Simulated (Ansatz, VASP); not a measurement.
Two plane-wave programs on Zr

```
Zr
1.0
     3.24058    0.00000    0.00000
    -1.62029    2.80642    0.00000
     0.00000    0.00000    5.16165
Zr
2
Direct
  0.33333 0.66667 0.75000
  0.66667 0.33333 0.25000
```

Alike in both runs: functional PBE; k mesh 8 × 8 × 4; occupations gaussian, width 0.05 eV; no spin polarisation.

Ansatz relaxed the structure, and its values are those at the end. VASP's run is a single point on that final structure, the one shown.

```csv
,VASP,Ansatz
version,VASP 6.6.1,Ansatz 0.2.0
potentials or method,"VASP PAW PBE potentials, release 64 (Zr_sv), cutoff 520 eV","scalar-relativistic, plane waves, PAW"
valence electrons in the cell,24,24
```

|  | VASP | Ansatz | Ansatz less VASP |
| --- | --- | --- | --- |
| pressure (GPa) | 0.0 | 0.0 | -0.01 |
